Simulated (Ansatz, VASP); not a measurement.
## ZnSe in VASP and in Ansatz

```
Zn Se
1.0
     0.00000    3.10216    2.86257
     2.86257    0.00000    2.86257
     2.86257    3.10216    0.00000
Zn Se
1 1
Direct
  0.00000 0.00000 0.00000
  0.75000 0.75000 0.75000
```

Alike in both runs: task single point; functional PBE; k mesh 10 × 10 × 10; occupations gaussian, width 0.05 eV; no spin polarisation.

|  | VASP | Ansatz |
| --- | --- | --- |
| version | VASP 6.6.1 | Ansatz 0.2.0 |
| potentials or method | VASP PAW PBE potentials, release 64 (Zn, Se), cutoff 520 eV | scalar-relativistic, plane waves, PAW |
| valence electrons in the cell | 18 | 28 |

```csv
,VASP,Ansatz,Ansatz less VASP
gap on the k mesh at the Fermi level (eV),0.73,0.73,0.000
least direct gap on the mesh (eV),0.73,0.73,0.000
pressure (GPa),-3.6,-3.7,-0.15
"traceless stress, the component that is largest in VASP (GPa)",-2.12,-2.13,-0.011
```

VASP's potentials hold 18 valence electrons a cell and Ansatz's 28, so a difference there can come from the potentials and not from the codes.
